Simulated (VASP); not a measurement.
A run of VASP 6.6.1:

File POSCAR:

```
Sn3Se
1.0
    4.7418790000      0.0000000000      0.0000000000
    0.0000000000      4.7418790000      0.0000000000
    0.0000000000      0.0000000000      4.7418790000
Sn Se
3 1
Direct
    0.5000000000      0.5000000000      0.0000000000
    0.5000000000      0.0000000000      0.5000000000
    0.0000000000      0.5000000000      0.5000000000
    0.0000000000      0.0000000000      0.0000000000
```

File INCAR.step1:

```
SYSTEM = Sn3Se
PREC = Accurate
ENCUT = 520
EDIFF = 1E-5
ISMEAR = -1
SIGMA = 0.05
LREAL = .False.
LASPH = .True.
NELM = 100
ALGO = Normal
ISIF = 2
LWAVE = .True.
LCHARG = .False.
GGA = PE
NBANDS = 32
```

Contents of INCAR.step2:

```
SYSTEM = Sn3Se
PREC = Accurate
ENCUT = 520
EDIFF = 1E-7
ISMEAR = -1
SIGMA = 0.05
LREAL = .False.
LASPH = .True.
NELM = 100
ALGO = Normal
ISIF = 2
LWAVE = .False.
LCHARG = .False.
GGA = PE
LHFCALC = .True.
AEXX = 0.5
PRECFOCK = Normal
ISTART = 1
NBANDS = 32
```

KPOINTS

```
regular mesh
0
Gamma
  3 3 3
  0 0 0
```

Potentials or basis: VASP PAW PBE potentials, release 64 (Sn_d, Se).

Launch:

```bash
$ cat potpaw_PBE.64/Sn_d/POTCAR potpaw_PBE.64/Se/POTCAR > POTCAR
$ cp INCAR.step1 INCAR
$ mpirun -np 1 vasp_std > vasp.out
$ cp INCAR.step2 INCAR
$ mpirun -np 1 vasp_std > vasp.out
```

Hardware: 1 thread of Intel Xeon 8259CL, with other jobs on the host.

Task: Estimate the wall time of this run.

Result: Run time: 36 min on 1 thread of Intel Xeon 8259CL, with other jobs on the host, peak memory 0.24 GiB. Counts: k points 4.
